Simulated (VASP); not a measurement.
A run of VASP 6.6.1 is set up as follows.

POSCAR

```
PtAu2
1.0
    0.0000000000      4.8953119100      0.0000000000
    0.0000000000     -2.4476559550      4.9262551110
    4.1939345896      2.4476559550      0.0000000000
Pt Au
2 4
Direct
    0.0000000000      0.0000000000      0.0000000000
    0.2500000000      0.5000000000      0.5000000000
    0.6682248804      0.0000000000      0.6635502392
    0.3317751196      0.0000000000      0.3364497608
    0.5817751196      0.5000000000      0.8364497608
    0.9182248804      0.5000000000      0.1635502392
```

INCAR.step1

```
SYSTEM = PtAu2
PREC = Accurate ; ENCUT = 520
ISMEAR = -1 ; SIGMA = 0.1
LREAL = .FALSE. ; LASPH = .TRUE.
NELM = 150 ; MAGMOM = 0 0 0 0 0 0 0 0 0 0 0 0 0 0 0 0 0 0
LSORBIT = .TRUE. ; GGA_COMPAT = .FALSE.
LMAXMIX = 4 ; NBANDS = 80
GGA = PE ; ALGO = Normal
EDIFF = 1E-4 ; LWAVE = .TRUE.
LCHARG = .FALSE. ; KPAR = 4
```

The input INCAR.step2:

```
SYSTEM = PtAu2
PREC = Accurate ; ENCUT = 520
EDIFF = 1E-6 ; ISMEAR = -1
SIGMA = 0.1 ; LREAL = .FALSE.
LASPH = .TRUE. ; NELM = 150
ALGO = Normal ; ISIF = 2
LWAVE = .FALSE. ; LCHARG = .FALSE.
MAGMOM = 0 0 0 0 0 0 0 0 0 0 0 0 0 0 0 0 0 0 ; LORBIT = 11
LSORBIT = .TRUE. ; GGA_COMPAT = .FALSE.
LORBMOM = .TRUE. ; LMAXMIX = 4
METAGGA = R2SCAN ; LMIXTAU = .TRUE.
NBANDS = 80 ; ISTART = 1
KPAR = 4
```

Contents of KPOINTS:

```
regular mesh
0
G
  5 5 5
  0 0 0
```

Potentials or basis: VASP PAW PBE potentials, release 64 (Pt, Au).

Launch:

```console
$ cat potpaw_PBE.64/Pt/POTCAR potpaw_PBE.64/Au/POTCAR > POTCAR
$ cp INCAR.step1 INCAR
$ mpirun -np 4 vasp_ncl > vasp.out
$ cp INCAR.step2 INCAR
$ mpirun -np 4 vasp_ncl > vasp.out
```

Question: Predict the net moment.

Answer: 0.00 μB per cell.

Question: What does it give for the pressure?

Answer: 0.8 GPa.

Forces on the atoms (eV/Å):
```
Pt   0.000  0.000  0.000
Pt   0.000  0.000  0.000
Au   0.002  0.000  0.000
Au  -0.002  0.000  0.000
Au  -0.002  0.000  0.000
Au   0.002  0.000  0.000
```

Caveat: the PAW data sets were made with another functional, which shifts forces and pressure a little.
